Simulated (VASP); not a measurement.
# Zn (P6_3/mmc) in VASP: further runs, part 2 of 2

VASP 6.6.1. Earlier steps stand in the parts before.

**4. Single point, PBE (strain +0.040 along x and y, -0.080 along z)**

INCAR

```
PREC = Accurate
ENCUT = 520
EDIFF = 1E-7
ISMEAR = 0
SIGMA = 0.15
LREAL = False
LASPH = True
NELM = 100
ALGO = Fast
ISIF = 2
LWAVE = False
LCHARG = False
GGA = PE
NBANDS = 19
```

KPOINTS

```
Automatic mesh
0
Gamma
  24 24 10
```

POSCAR

```
Zn
1.0
    2.7713899753      0.0000000000      0.0000000000
   -1.3856949877      2.4000941224      0.0000000000
    0.0000000000      0.0000000000      4.5509640000
Zn
2
Direct
    0.3333333333      0.6666666667      0.2500000000
    0.6666666667      0.3333333333      0.7500000000
```

Potentials or basis: VASP PAW PBE potentials, release 64 (Zn).

Command:

```sh
cat potpaw_PBE.64/Zn/POTCAR > POTCAR
mpirun -np 1 vasp_std > vasp.out
```

OUTCAR:

```text
PREC = Accurate
   ENCUT = 520
   EDIFF = 1E-7
   ISMEAR = 0
   LREAL = False
   LASPH = True
   NELM = 100
   ISIF = 2
   GGA = PE

 ion  position               nearest neighbor table
   1  0.333  0.667  0.250-   2 2.78   2 2.78   2 2.78   2 2.78   2 2.78   2 2.78
   2  0.667  0.333  0.750-   1 2.78   1 2.78   1 2.78   1 2.78   1 2.78   1 2.78

  LATTYP: Found a hexagonal cell.
 ALAT       =     2.7713899753
 C/A-ratio  =     1.6421232813

  Lattice vectors:

 A1 = (   2.7713899753,   0.0000000000,   0.0000000000)
 A2 = (  -1.3856949877,   2.4000941224,   0.0000000000)
 A3 = (   0.0000000000,   0.0000000000,   4.5509640000)

Analysis of symmetry for initial positions (statically):
=====================================================================
 Subroutine PRICEL returns:
 Original cell was already a primitive cell.

 Routine SETGRP: Setting up the symmetry group for a
 hexagonal supercell.

 Subroutine GETGRP returns: Found 24 space group operations
[... 157 lines left out ...]
   NGX = 11   NGY = 11   NGZ = 17

 number of electron      24.0000020 magnetization

 Free energy of the ion-electron system (eV)
  ---------------------------------------------------
  ext. energy  EPLUGINS =         0.00000000
  ---------------------------------------------------
  free energy    TOTEN  =        -2.19178265 eV

  energy without entropy =       -2.18557119  energy(sigma->0) =       -2.18867692

 E-fermi :   3.2380     XC(G=0): -11.5919

 val. band max:        3.2336320978   @ k =   0.4167   0.0417   0.3000
 cond. band min:       3.2417168365   @ k =   0.4583   0.0833   0.4000
 fundamental gap:      0.0080847386
 Fermi energy:         3.2379779740

 k-point     1 :       0.0000    0.0000    0.0000
  band No.  band energies     occupation
      1      -7.2755      2.00000
      2      -5.2831      2.00000
      3      -4.5552      2.00000
      4      -4.5033      2.00000
      5      -4.5033      2.00000
      6      -4.4182      2.00000
[... 505 lines left out ...]
      6      -4.3397      2.00000
[... 11 lines left out ...]
     18      16.4021      0.00000
     19      17.9519      0.00000

 [... further k-points ...]
[... 5 lines left out ...]
  --------------------------------------------------------------------------------------
  -------------------------------------------------------------------------------------
  Total       -0.2287960     -0.2287960      0.1285571      0.0000000     -0.0000000      0.0000000
  in kB      -12.1095962    -12.1095962      6.8042034      0.0000000     -0.0000000      0.0000000
  external PRESSURE =      -5.8049964 kB  Pullay stress =       0.0000000 kB

 VOLUME and BASIS-vectors are now :
 -----------------------------------------------------------------------------
  energy-cutoff  :      520.00
  volume of cell :       30.27
      direct lattice vectors                 reciprocal lattice vectors
     2.771389975  0.000000000  0.000000000     0.360829767  0.208325163  0.000000000
    -1.385694988  2.400094122  0.000000000     0.000000000  0.416650327  0.000000000
     0.000000000  0.000000000  4.550964000     0.000000000  0.000000000  0.219733665

 POSITION                                       TOTAL-FORCE (eV/Angst)
 -----------------------------------------------------------------------------------
     -0.00000      1.60006      1.13774         0.000000     -0.000000      0.000000
      1.38569      0.80003      3.41322        -0.000000      0.000000      0.000000
 -----------------------------------------------------------------------------------
    total drift:                               -0.000000      0.000000     -0.000000

  FREE ENERGIE OF THE ION-ELECTRON SYSTEM (eV)
  ---------------------------------------------------
  free  energy   TOTEN  =        -2.1917826472 eV

  energy  without entropy=       -2.1855711899  energy(sigma->0) =       -2.18867692
```

OSZICAR:

```text
N       E                     dE             d eps       ncg     rms          rms(c)
DAV:   1     0.112315892425E+03    0.11232E+03   -0.12319E+04 14348   0.200E+03
DAV:   2     0.265944996350E+01   -0.10966E+03   -0.10610E+03 14029   0.294E+02
DAV:   3    -0.236677902816E+01   -0.50262E+01   -0.50054E+01 15474   0.691E+01
DAV:   4    -0.239657803530E+01   -0.29799E-01   -0.29791E-01 15265   0.551E+00
DAV:   5    -0.239661579539E+01   -0.37760E-04   -0.37760E-04 15091   0.176E-01    0.397E+00
RMM:   6    -0.220488402649E+01    0.19173E+00   -0.71535E-01 15944   0.101E+01    0.312E+00
RMM:   7    -0.219681780860E+01    0.80662E-02   -0.20796E-02 16554   0.204E+00    0.155E+00
RMM:   8    -0.219182290194E+01    0.49949E-02   -0.52512E-03 15425   0.646E-01    0.106E-01
RMM:   9    -0.219182531670E+01   -0.24148E-05   -0.15588E-03 16964   0.565E-01    0.100E-01
RMM:  10    -0.219178077254E+01    0.44544E-04   -0.26794E-04 16730   0.179E-01    0.167E-02
RMM:  11    -0.219178247969E+01   -0.17072E-05   -0.16596E-05 16981   0.510E-02    0.276E-03
RMM:  12    -0.219178280673E+01   -0.32704E-06   -0.71197E-07 15215   0.104E-02    0.630E-03
RMM:  13    -0.219178273701E+01    0.69723E-07   -0.26389E-06 15671   0.191E-02    0.393E-03
RMM:  14    -0.219178264718E+01    0.89834E-07   -0.28321E-07 10745   0.722E-03
   1 F= -.21917826E+01 E0= -.21886769E+01  d E =-.621146E-02
```

stdout:

```text
POSCAR found type information on POSCAR Zn
 POSCAR found :  1 types and       2 ions
 scaLAPACK will be used
 LDA part: xc-table for (Slater+PW92), standard interpolation
 POSCAR, INCAR and KPOINTS ok, starting setup
 FFT: planning ... GRIDC
 FFT: planning ... GRID_SOFT
 FFT: planning ... GRID
 WAVECAR not read
 entering main loop
WARNING in EDDRMM: call to ZHEGV failed, returncode =   8  4     19
WARNING in EDDRMM: call to ZHEGV failed, returncode =   8  4     18
WARNING in EDDRMM: call to ZHEGV failed, returncode =   6  3     16
WARNING in EDDRMM: call to ZHEGV failed, returncode =   6  3     15
WARNING in EDDRMM: call to ZHEGV failed, returncode =   8  4     17
WARNING in EDDRMM: call to ZHEGV failed, returncode =   6  3     17
WARNING in EDDRMM: call to ZHEGV failed, returncode =   6  3     18
WARNING in EDDRMM: call to ZHEGV failed, returncode =   6  3     19
```

Wall time 2 min (1 thread of AMD EPYC 9R45 (Zen 5), shared host); peak memory 0.25 GiB.

What came out:

| Quantity | Value |
| --- | --- |
| Free energy | -2.1918 eV |
| Pressure | -0.6 GPa |
| Band gap on the k mesh | zero (bands 12 and 13 overlap by 3.20 eV) |

Caveat: the cell differs from its parent crystal (strain +0.040 along x and y, -0.080 along z).

**5. Single point, PBE (strain +0.000 along x and y, +0.040 along z)**

INCAR

```
SYSTEM = Zn
PREC     = Accurate       ! precision mode
ENCUT    = 520            ! plane-wave cutoff, eV
EDIFF    = 1E-7           ! SCF threshold, eV
ISMEAR   = 0              ! smearing method
SIGMA    = 0.15           ! smearing width, eV
LREAL    = .FALSE.        ! projectors in reciprocal space
LASPH    = .TRUE.         ! aspherical terms in the spheres
NELM     = 80             ! most SCF steps
ALGO     = Fast           ! electronic algorithm
ISIF     = 2              ! what is computed and relaxed
LWAVE    = .FALSE.        ! write WAVECAR
LCHARG   = .FALSE.        ! write CHGCAR
GGA      = PE             ! functional
NBANDS   = 19             ! bands
```

KPOINTS

```
regular mesh
0
G
  24 24 10
  0 0 0
```

POSCAR

```
Zn
1.0
    2.6647980532      0.0000000000      0.0000000000
   -1.3323990266      2.3077828100      0.0000000000
    0.0000000000      0.0000000000      5.1445680000
Zn
2
Direct
    0.3333333333      0.6666666667      0.2500000000
    0.6666666667      0.3333333333      0.7500000000
```

Command:

```sh
cat potpaw_PBE.64/Zn/POTCAR > POTCAR
mpirun -np 1 vasp_std > vasp.out
```

It took 99 s on 1 thread of AMD EPYC 9R45 (Zen 5), shared host; peak memory 0.25 GiB.

It converged, with:

```
Free energy            : -2.2153 eV
Pressure               : -1.9 GPa
Band gap on the k mesh : zero (bands 12 and 13 overlap by 5.01 eV)
```

Stress tensor (GPa, compression positive):
```
-2.05  0.00  0.00
 0.00 -2.05  0.00
 0.00  0.00 -1.60
```

Levels at points of the mesh, in eV from the Fermi level:
```
           k point  band 9  band 10  band 11  band 12  band 13  band 14  band 15  band 16
(0.00, 0.00, 0.00)   -7.15    -6.99    -6.99    -3.53    -3.43    12.09    15.85    17.77
(0.50, 0.00, 0.00)   -6.79    -6.77    -2.53    -1.89     2.35     3.60     3.72     5.64
(0.00, 0.00, 0.50)   -7.06    -7.06    -7.06    -7.06     3.83     3.83    18.93    18.93
(0.50, 0.00, 0.50)   -6.78    -6.78    -1.62    -1.62     0.24     0.24     9.47     9.47
```

Caveat: the cell differs from its parent crystal (strain +0.000 along x and y, +0.040 along z).

**6. Overview**

```tsv
cell	further INCAR settings	gap on the mesh (eV)	pressure (GPa)
a = 2.558, b = 2.558, c = 5.145 Å, angles 90.0, 90.0, 120.0°, 2 atoms	ALGO = Fast; EDIFF = 1e-06; NBANDS = 19	none	6.8
a = 2.558, b = 2.558, c = 5.342 Å, angles 90.0, 90.0, 120.0°, 2 atoms	ALGO = Fast; EDIFF = 1e-06; NBANDS = 19	none	4.6
a = 2.771, b = 2.771, c = 4.551 Å, angles 90.0, 90.0, 120.0°, 2 atoms	ALGO = Fast; EDIFF = 1e-07; NBANDS = 19	none	-0.6
a = 2.665, b = 2.665, c = 5.145 Å, angles 90.0, 90.0, 120.0°, 2 atoms	ALGO = Fast; EDIFF = 1e-07; NBANDS = 19	none	-1.9
```

Alike in all rows: task single point; level PBE; potentials or basis VASP PAW PBE potentials, release 64 (Zn); no spin polarisation; k mesh 24 × 24 × 10; cutoff (eV) 520; smearing gaussian 0.15 eV.

Caveats: the stress differs along the axes, from 2 to 9 GPa (at least some runs); the stress differs along the axes, from 0 to 7 GPa (at least some runs).

Absolute energies hang on the potentials; compare differences alone.

The gap in the log of VASP goes by the Fermi energy; the results here count the filled bands.